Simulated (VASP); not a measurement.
# NaI (Fm-3m) in VASP: notebook

The runs below take NaI through single point, with PBE0.

All numbers are computed with VASP 6.6.1; they aren't measurements. Logs are shortened: lines on timing, memory, paths and dates and some standing lists are left out, and cuts for length are marked.

### 1 The cell of the first run

Symmetry: Fm-3m, No. 225, cubic system. The conventional cell has a = 6.341 Å, b = 6.341 Å, c = 6.341 Å, α = 90.00°, β = 90.00°, γ = 90.00°. Within 4.2 Å of I (site symmetry m-3m) lie 6 Na at 3.17 Å. Within 4.2 Å of Na (site symmetry m-3m) lie 6 I at 3.17 Å.

### 2 Single point, PBE0

The input, POSCAR:

```
NaI
1.0
    0.0000000000      3.1703324822      3.1703324822
    3.1703324822      0.0000000000      3.1703324822
    3.1703324822      3.1703324822      0.0000000000
I Na
1 1
Direct
    0.5000000000      0.5000000000      0.5000000000
    0.0000000000      0.0000000000      0.0000000000
```

The input, INCAR.step1:

```
SYSTEM = NaI
PREC = Accurate
ENCUT = 520
EDIFF = 1E-5
ISMEAR = -1
SIGMA = 0.05
LREAL = .FALSE.
LASPH = .TRUE.
NELM = 100
ALGO = Normal
ISIF = 2
LWAVE = .TRUE.
LCHARG = .FALSE.
GGA = PE
NBANDS = 14
```

The input, INCAR.step2:

```
SYSTEM = NaI
PREC = Accurate
ENCUT = 520
EDIFF = 1E-6
ISMEAR = -1
SIGMA = 0.05
LREAL = .FALSE.
LASPH = .TRUE.
NELM = 100
ALGO = Normal
ISIF = 2
LWAVE = .FALSE.
LCHARG = .FALSE.
GGA = PE
LHFCALC = .TRUE.
AEXX = 0.25
PRECFOCK = Normal
ISTART = 1
NBANDS = 14
```

The input, KPOINTS:

```
Automatic mesh
0
G
  4 4 4
  0 0 0
```

Potentials or basis: VASP PAW PBE potentials, release 64 (I, Na_pv).

Started as:

```
$ cat potpaw_PBE.64/I/POTCAR potpaw_PBE.64/Na_pv/POTCAR > POTCAR
$ cp INCAR.step1 INCAR
$ mpirun -np 1 vasp_std > vasp.out
$ cp INCAR.step2 INCAR
$ mpirun -np 1 vasp_std > vasp.out
```

OUTCAR:

```text
SYSTEM = NaI
   PREC = Accurate
   ENCUT = 520
   EDIFF = 1E-6
   ISMEAR = -1
   LREAL = .FALSE.
   LASPH = .TRUE.
   NELM = 100
   ISIF = 2
   GGA = PE
   LHFCALC = .TRUE.
   AEXX = 0.25
   PRECFOCK = Normal
   ISTART = 1

 ion  position               nearest neighbor table
   1  0.500  0.500  0.500-   2 3.17   2 3.17   2 3.17   2 3.17   2 3.17   2 3.17
   2  0.000  0.000  0.000-   1 3.17   1 3.17   1 3.17   1 3.17   1 3.17   1 3.17

  LATTYP: Found a face centered cubic cell.
 ALAT       =     6.3406649644

  Lattice vectors:

 A1 = (   0.0000000000,   3.1703324822,   3.1703324822)
 A2 = (   3.1703324822,   0.0000000000,   3.1703324822)
 A3 = (   3.1703324822,   3.1703324822,   0.0000000000)

Analysis of symmetry for initial positions (statically):
=====================================================================
 Subroutine PRICEL returns:
 Original cell was already a primitive cell.

 Routine SETGRP: Setting up the symmetry group for a
 face centered cubic supercell.

 Subroutine GETGRP returns: Found 48 space group operations
 (whereof 48 operations were pure point group operations)
 out of a pool of 48 trial point group operations.

The static configuration has the point symmetry O_h .

Analysis of symmetry for dynamics (positions and initial velocities):
=====================================================================
 Subroutine PRICEL returns:
 Original cell was already a primitive cell.

 Routine SETGRP: Setting up the symmetry group for a
 face centered cubic supercell.

 Subroutine GETGRP returns: Found 48 space group operations
 (whereof 48 operations were pure point group operations)
 out of a pool of 48 trial point group operations.

The dynamic configuration has the point symmetry O_h .

 Subroutine INISYM returns: Found 48 space group operations
 (whereof 48 operations are pure point group operations),
 and found     1 'primitive' translations

----------------------------------------------------------------------------------------

                                     Primitive cell

  volume of cell :      63.7301

  direct lattice vectors                    reciprocal lattice vectors
     0.000000000  3.170332482  3.170332482    -0.157712165  0.157712165  0.157712165
     3.170332482  0.000000000  3.170332482     0.157712165 -0.157712165  0.157712165
     3.170332482  3.170332482  0.000000000     0.157712165  0.157712165 -0.157712165

  length of vectors
     4.483527194  4.483527194  4.483527194     0.273165483  0.273165483  0.273165483

  position of ions in fractional coordinates (direct lattice)
     0.500000000  0.500000000  0.500000000
     0.000000000  0.000000000  0.000000000

  ion indices of the primitive-cell ions
   primitive index   ion index
                 1           1
                 2           2

----------------------------------------------------------------------------------------

 KPOINTS: Automatic mesh

Automatic generation of k-mesh.
 Grid dimensions read from file:
 generate k-points for:    4    4    4

 Generating k-lattice:

  Cartesian coordinates                     Fractional coordinates (reciprocal lattice)
    -0.039428041  0.039428041  0.039428041     0.250000000  0.000000000  0.000000000
     0.039428041 -0.039428041  0.039428041     0.000000000  0.250000000  0.000000000
     0.039428041  0.039428041 -0.039428041     0.000000000  0.000000000  0.250000000

  Length of vectors
     0.068291371  0.068291371  0.068291371

  Shift w.r.t. Gamma in fractional coordinates (k-lattice)
     0.000000000  0.000000000  0.000000000

 Subroutine IBZKPT returns following result:
 ===========================================

 Found      8 irreducible k-points:

 Following reciprocal coordinates:
            Coordinates               Weight
  0.000000  0.000000  0.000000      1.000000
  0.250000  0.000000  0.000000      8.000000
  0.500000  0.000000  0.000000      4.000000
  0.250000  0.250000  0.000000      6.000000
  0.500000  0.250000  0.000000     24.000000
 -0.250000  0.250000  0.000000     12.000000
  0.500000  0.500000  0.000000      3.000000
 -0.250000  0.500000  0.250000      6.000000
   k-points           NKPTS =      8   k-points in BZ     NKDIM =     64   number of bands    NBANDS=     14
   number of dos      NEDOS =    301   number of ions     NIONS =      2
   total plane-waves  NPLWV =  46656
   dimension x,y,z NGX =    36 NGY =   36 NGZ =   36
   dimension x,y,z NGXF=    72 NGYF=   72 NGZF=   72
   ions per type =               1   1
   NGX,Y,Z   is equivalent  to a cutoff of  13.35, 13.35, 13.35 a.u.
   NGXF,Y,Z  is equivalent  to a cutoff of  26.70, 26.70, 26.70 a.u.
 SYSTEM =  NaI
   PREC   = accura    normal or accurate (medium, high low for compatibility)
   ISTART =      1    job   : 0-new  1-cont  2-samecut
   ICHARG =      0    charge: 1-file 2-atom 10-const
   ISPIN  =      1    spin polarized calculation?
   LNONCOLLINEAR =      F non collinear calculations
   LSORBIT =      F    spin-orbit coupling
   LASPH  =      T    aspherical Exc in radial PAW
   ENCUT  =  520.0 eV  38.22 Ry    6.18 a.u.   8.34  8.34  8.34*2*pi/ulx,y,z
   NELM   =    100;   NELMIN=  2; NELMDL=  0     # of ELM steps
   EDIFF  = 0.1E-05   stopping-criterion for ELM
   LREAL  =      F    real-space projection
   EDIFFG = 0.1E-04   stopping-criterion for IOM
   NSW    =      0    number of steps for IOM
   IBRION =     -1    ionic relax: 0-MD 1-quasi-New 2-CG
   NFREE  =      0    steps in history (QN), initial steepest desc. (CG)
   ISIF   =      2    stress and relaxation
   ISYM   =      3    0-nonsym 1-usesym 2-fastsym
   POTIM  = 0.5000    time-step for ionic-motion
   TEBEG  =    0.0;   TEEND  =   0.0 temperature during run
   PSTRESS=    0.0 pullay stress
   NELECT =      14.0000    total number of electrons
   NUPDOWN=      -1.0000    fix difference up-down
   EMIN   =  10.00;   EMAX   =-10.00  energy-range for DOS
   EFERMI =   0.00;   METHOD = LEGACY
   ISMEAR =    -1;   SIGMA  =   0.05  broadening in eV -4-tet -1-fermi 0-gaus
   EFERMI_NEDOS =   21; number of points for ismear=-14 and -15
   IALGO  =     38    algorithm
   IMIX   =      1    mixing-type and parameters
     AMIX     =   0.40;   BMIX     =  1.00
     AMIX_MAG =   1.60;   BMIX_MAG =  1.00
  volume/ion in A,a.u.               =      31.87       215.04
  Fermi-wavevector in a.u.,A,eV,Ry     =   0.987801  1.866673 13.275890  0.975750
  Thomas-Fermi vector in A             =   2.119281
   LORBIT       =      0    0 simple, 1 ext, 2 COOP (PROOUT), +10 PAW based schemes
   GGA     = PE    functional components
   LHFCALC =     T    Hartree Fock is set to
   PRECFOCK=normal    Normal, Fast or Accurate (Low or Medium for compatibility)
   ENCUT4O =  -1.0   cutoff for four orbital integrals eV
   NKREDX  =     1    reduce k-point grid by
   NKREDY  =     1    reduce k-point grid by
   NKREDZ  =     1    reduce k-point grid by
   AEXX    =    0.2500 exact exchange contribution
   HFSCREEN=    0.0000 screening length (either q_TF or 0.3 A-1)
   HFSCREENC=   0.0000 screening length for correlation (either q_TF or 0.3 A-1)
   ENCUTFOCK=  -1.0 apply spherical cutoff to Coloumb kernel
   IVDW    =     0    specifies the selected vdW correction
   LEPSILON=     F    determine dielectric tensor
   LRPA    =     F    only Hartree local field effects (RPA)
 non-spin polarized calculation
  energy-cutoff  :      520.00
  volume of cell :       63.73
 maximum number of plane-waves:      1724
 NGX is ok and might be reduce to    36
  NGX = 28; NGY = 28; NGZ = 28

 number of electron      14.0000005 magnetization

 Free energy of the ion-electron system (eV)
  ---------------------------------------------------
  ext. energy  EPLUGINS =         0.00000000
  ---------------------------------------------------
  free energy    TOTEN  =        -6.76895349 eV

  energy without entropy =       -6.76895349  energy(sigma->0) =       -6.76895349

 E-fermi :   1.2201     XC(G=0):  -6.2894

 val. band max:        0.1590502209   @ k =   0.0000   0.0000   0.0000
 cond. band min:       5.7032227704   @ k =   0.0000   0.0000   0.0000
 fundamental gap:      5.5441725495
 Fermi energy:         1.2200818084

 k-point     1 :       0.0000    0.0000    0.0000
  band No.  band energies     occupation
      1     -24.6011      2.00000
      2     -24.6011      2.00000
      3     -24.6011      2.00000
      4     -12.0280      2.00000
      5       0.1590      2.00000
      6       0.1590      2.00000
      7       0.1591      2.00000
      8       5.7032      0.00000
      9       9.9115      0.00000
     10       9.9115      0.00000
     11       9.9116      0.00000
     12      11.9845      0.00000
     13      11.9845      0.00000
     14      12.4540      0.00000

 k-point     2 :       0.2500    0.0000    0.0000
  band No.  band energies     occupation
      1     -24.6047      2.00000
      2     -24.6012      2.00000
      3     -24.6012      2.00000
      4     -11.8238      2.00000
      5      -1.3648      2.00000
      6      -0.0243      2.00000
      7      -0.0243      2.00000
      8       6.9790      0.00000
      9       9.6427      0.00000
     10      10.0319      0.00000
     11      10.0319      0.00000
     12      11.7487      0.00000
     13      11.7487      0.00000
     14      12.7943      0.00000
[... 71 lines left out ...]
      1     -24.6066      2.00000
      2     -24.6034      2.00000
      3     -24.6034      2.00000
      4     -11.4915      2.00000
      5      -2.1606      2.00000
      6      -0.7525      2.00000
      7      -0.7525      2.00000
      8       6.4665      0.00000
      9       7.2604      0.00000
     10      12.4100      0.00000
     11      13.9243      0.00000
     12      13.9243      0.00000
     13      14.0382      0.00000
     14      15.7897      0.00000

 k-point     8 :      -0.2500    0.5000    0.2500
  band No.  band energies     occupation
      1     -24.6050      2.00000
      2     -24.6050      2.00000
      3     -24.6034      2.00000
      4     -11.4798      2.00000
      5      -1.5573      2.00000
      6      -1.5573      2.00000
      7      -0.9567      2.00000
      8       7.9713      0.00000
      9       9.5059      0.00000
     10       9.5059      0.00000
     11      10.1233      0.00000
     12      14.5811      0.00000
     13      14.5811      0.00000
     14      15.3770      0.00000

------------------------ aborting loop because EDIFF is reached ----------------------------------------

  FORCE on cell =-STRESS in cart. coord.  units (eV):
  Direction    XX          YY          ZZ          XY          YZ          ZX
  --------------------------------------------------------------------------------------
  -------------------------------------------------------------------------------------
  Total        0.4997211      0.4997211      0.4997211      0.0000000     -0.0000000      0.0000000
  in kB       12.5630128     12.5630128     12.5630128      0.0000000     -0.0000000      0.0000000
  external PRESSURE =      12.5630128 kB  Pullay stress =       0.0000000 kB

 VOLUME and BASIS-vectors are now :
 -----------------------------------------------------------------------------
  energy-cutoff  :      520.00
  volume of cell :       63.73
      direct lattice vectors                 reciprocal lattice vectors
     0.000000000  3.170332482  3.170332482    -0.157712165  0.157712165  0.157712165
     3.170332482  0.000000000  3.170332482     0.157712165 -0.157712165  0.157712165
     3.170332482  3.170332482  0.000000000     0.157712165  0.157712165 -0.157712165

 POSITION                                       TOTAL-FORCE (eV/Angst)
 -----------------------------------------------------------------------------------
      3.17033      3.17033      3.17033         0.000000      0.000000     -0.000000
      0.00000      0.00000      0.00000         0.000000      0.000000      0.000000
 -----------------------------------------------------------------------------------
    total drift:                                0.000000      0.000000      0.000000

  FREE ENERGIE OF THE ION-ELECTRON SYSTEM (eV)
  ---------------------------------------------------
  free  energy   TOTEN  =        -6.7689534908 eV

  energy  without entropy=       -6.7689534908  energy(sigma->0) =       -6.76895349
```

Run time: 3 min. Hardware: 1 thread of Intel Xeon 6975P-C (Granite Rapids), shared host; peak memory 0.21 GiB.

Results:

```
Free energy            : -6.7690 eV
Pressure               : 1.3 GPa
Band gap on the k mesh : 5.54 eV, direct
```

Levels at points of the mesh, in eV from the valence-band top:
```tsv
k point	band 3	band 4	band 5	band 6	band 7	band 8	band 9	band 10	band 11	band 12
(0.00, 0.00, 0.00)	-24.76	-12.19	0.00	0.00	0.00	5.54	9.75	9.75	9.75	11.83
(0.50, 0.00, 0.00)	-24.76	-11.76	-2.62	-0.35	-0.35	6.80	9.34	9.34	11.29	12.37
(0.50, 0.50, 0.00)	-24.76	-11.65	-2.32	-0.91	-0.91	6.31	7.10	12.25	13.77	13.77
```

Caveat: the k points lie up to 0.43 Å⁻¹ apart; the PAW data sets were made with another functional, which shifts forces and pressure a little; spin-orbit coupling is left out, which moves the levels of the heavy elements.

### 3 Single point, PBE0

This run uses another cell than the first one, of 32.54 Å³/atom, 1.021 times its volume.

The input, POSCAR:

```
NaI
1.0
    0.0000000000      3.1926595029      3.1926595029
    3.1926595029      0.0000000000      3.1926595029
    3.1926595029      3.1926595029      0.0000000000
I Na
1 1
Direct
    0.5000000000      0.5000000000      0.5000000000
    0.0000000000      0.0000000000      0.0000000000
```

The input, INCAR.step1:

```
ALGO = Normal
EDIFF = 1E-5
ENCUT = 520
GGA = PE
ISIF = 2
ISMEAR = -1
LASPH = T
LREAL = F
LWAVE = T
NBANDS = 14
NELM = 100
PREC = Accurate
SIGMA = 0.05
```

The input, INCAR.step2:

```
AEXX = 0.25
ALGO = Normal
EDIFF = 1E-6
ENCUT = 520
GGA = PE
ISIF = 2
ISMEAR = -1
ISTART = 1
LASPH = T
LCHARG = T
LELF = T
LHFCALC = T
LREAL = F
LVHAR = T
LWAVE = F
NBANDS = 14
NELM = 100
PREC = Accurate
PRECFOCK = Normal
SIGMA = 0.05
```

The input, KPOINTS:

```
k-points
0
Gamma
  4 4 4
```

Potentials or basis: VASP PAW PBE potentials, release 64 (I, Na_pv).

Started as:

```
$ cat potpaw_PBE.64/I/POTCAR potpaw_PBE.64/Na_pv/POTCAR > POTCAR
$ cp INCAR.step1 INCAR
$ mpirun -np 1 vasp_std > vasp.out
$ cp INCAR.step2 INCAR
$ mpirun -np 1 vasp_std > vasp.out
```

It took 2.9 min on 1 thread of Intel Xeon 6975P-C (Granite Rapids), shared host; peak memory 0.21 GiB.

Results (log left out):

* Free energy: -6.7778 eV
* Pressure: 0.8 GPa
* Band gap on the k mesh: 5.48 eV, direct

Levels at points of the mesh, in eV from the valence-band top:
```tsv
k point	band 5	band 6	band 7	band 8	band 9	band 10
(0.00, 0.00, 0.00)	0.00	0.00	0.00	5.48	9.75	9.75
(0.50, 0.00, 0.00)	-2.54	-0.34	-0.34	6.79	9.32	9.32
(0.50, 0.50, 0.00)	-2.24	-0.88	-0.88	6.29	7.14	12.10
```

Caveat: the k points lie up to 0.43 Å⁻¹ apart; the PAW data sets were made with another functional, which shifts forces and pressure a little; spin-orbit coupling is left out, which moves the levels of the heavy elements.

### 4 Single point, PBE0

This run uses another cell than the first one, of 33.22 Å³/atom, 1.043 times its volume.

The input, POSCAR:

```
NaI
1.0
    0.0000000000      3.2146785402      3.2146785402
    3.2146785402      0.0000000000      3.2146785402
    3.2146785402      3.2146785402      0.0000000000
I Na
1 1
Direct
    0.5000000000      0.5000000000      0.5000000000
    0.0000000000      0.0000000000      0.0000000000
```

The input, INCAR.step1:

```
PREC = Accurate
ENCUT = 520
EDIFF = 1E-5
ISMEAR = -1
SIGMA = 0.05
LREAL = F
LASPH = T
NELM = 80
ALGO = Normal
ISIF = 2
LWAVE = T
LCHARG = F
NBANDS = 14
GGA = PE
```

The input, INCAR.step2:

```
PREC = Accurate
ENCUT = 520
EDIFF = 1E-6
ISMEAR = -1
SIGMA = 0.05
LREAL = F
LASPH = T
NELM = 80
ALGO = Normal
ISIF = 2
LWAVE = F
LCHARG = F
GGA = PE
LHFCALC = T
AEXX = 0.25
PRECFOCK = Normal
NBANDS = 14
ISTART = 1
```

The input, KPOINTS:

```
regular mesh
0
Gamma
  4 4 4
```

Started as:

```
$ cat potpaw_PBE.64/I/POTCAR potpaw_PBE.64/Na_pv/POTCAR > POTCAR
$ cp INCAR.step1 INCAR
$ mpirun -np 1 vasp_std > vasp.out
$ cp INCAR.step2 INCAR
$ mpirun -np 1 vasp_std > vasp.out
```

Run time: 2.8 min. Hardware: 1 thread of Intel Xeon 6975P-C (Granite Rapids), shared host; peak memory 0.21 GiB.

It converged, with:

| Quantity | Value |
| --- | --- |
| Free energy | -6.7830 eV |
| Pressure | 0.4 GPa |
| Band gap on the k mesh | 5.41 eV, direct |

Levels at points of the mesh, in eV from the valence-band top:
```tsv
k point	band 3	band 4	band 5	band 6	band 7	band 8	band 9	band 10	band 11	band 12
(0.00, 0.00, 0.00)	-24.80	-12.06	0.00	0.00	0.00	5.41	9.75	9.75	9.75	11.75
(0.50, 0.00, 0.00)	-24.80	-11.68	-2.45	-0.32	-0.32	6.78	9.30	9.30	10.95	12.25
(0.50, 0.50, 0.00)	-24.80	-11.58	-2.16	-0.85	-0.85	6.28	7.18	11.96	13.49	13.49
```

Caveat: the k points lie up to 0.42 Å⁻¹ apart; the PAW data sets were made with another functional, which shifts forces and pressure a little; spin-orbit coupling is left out, which moves the levels of the heavy elements.

### 5 Summary

| cell | gap on the mesh (eV) | pressure (GPa) |
| --- | --- | --- |
| a = 4.484 Å, angles 60.0°, 2 atoms | 5.54 | 1.3 |
| a = 4.515 Å, angles 60.0°, 2 atoms | 5.48 | 0.8 |
| a = 4.546 Å, angles 60.0°, 2 atoms | 5.41 | 0.4 |

Alike in all rows: task single point; level PBE0; potentials or basis VASP PAW PBE potentials, release 64 (I, Na_pv); no spin polarisation; k mesh 4 × 4 × 4; cutoff (eV) 520; smearing fermi-dirac 0.05 eV.

Caveats: all runs use coarse meshes; the PAW data sets were made with another functional, which shifts forces and pressure a little; spin-orbit coupling is left out, which moves the levels of the heavy elements.

Total energies depend on the potentials used, so only differences within one code and one set of settings carry meaning.
